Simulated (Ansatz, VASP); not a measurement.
## Ge: VASP beside Ansatz

File INCAR:

```
ALGO     = Normal         # electronic algorithm
EDIFF    = 1E-6           # SCF threshold, eV
EDIFFG   = -0.02          # ionic threshold
ENCUT    = 600            # plane-wave cutoff, eV
GGA      = RE             # functional
IBRION   = 2              # ionic algorithm
ISIF     = 3              # what is computed and relaxed
ISMEAR   = -1             # smearing method
IVDW     = 13             # dispersion correction
LASPH    = T              # aspherical terms in the spheres
LCHARG   = F              # write CHGCAR
LREAL    = F              # projectors in reciprocal space
LWAVE    = F              # write WAVECAR
NELM     = 100            # most SCF steps
NSW      = 80             # ionic steps
PREC     = Accurate       # precision mode
SIGMA    = 0.05           # smearing width, eV
```

File KPOINTS:

```
k-points
0
Gamma
  10 10 6
```

The input POSCAR:

```
Ge
1.0
    1.4880529250     -2.5946896100      0.0000000000
    1.4880529250      2.5946896100      0.0000000000
    0.0000000000      0.0000000000      4.7275957900
Ge
2
Direct
    0.3334466300      0.6665533700      0.2500000000
    0.6665533700      0.3334466300      0.7500000000
```

File input.yaml:

```yaml
crystal:
  lattice:
    - [1.488052925, -2.59468961, 0.0]
    - [1.488052925, 2.59468961, 0.0]
    - [0.0, 0.0, 4.72759579]
  atoms:
    - { symbol: Ge, position: [0.33344663, 0.66655337, 0.25] }
    - { symbol: Ge, position: [0.66655337, 0.33344663, 0.75] }
kpoints:
  mp_grid: { grid: [10, 10, 6] }
scf:
  occupations: { method: fermi_dirac, width: 0.05 }
hamiltonian:
  xc: revpbe
  dispersion: d4
  pseudopotentials: { kind: all_electron, lapw: { basis_error: 0.001 } }
output:
  forces: true
  stress: true
relax:
  f_tol: 0.02
  max_steps: 60
  cell: {}
```

Alike in both runs: task relaxation of cell and atoms; functional revPBE; dispersion D4; k mesh 10 × 10 × 6; occupations fermi-dirac, width 0.05 eV; no spin polarisation.

|  | VASP | Ansatz |
| --- | --- | --- |
| version | VASP 6.6.1 | Ansatz 0.2.0 |
| potentials or method | VASP PAW PBE potentials, release 64 (Ge_d), cutoff 600 eV | all-electron LAPW, scalar-relativistic |

```csv
,VASP,Ansatz,Ansatz less VASP
"gap on the k mesh at the Fermi level, each at its own relaxed structure (eV)",none,none,-
relaxed volume (Å³/atom),18.22,18.30,+0.083
relaxed cell length with the largest relative difference (Å),4.806,5.216,+0.4105
```

VASP's potentials were made for PBE, not for revPBE. A gap of «none» marks a metal or a gap that the smearing closes. Ansatz ran all-electron here, and VASP with PAW potentials.
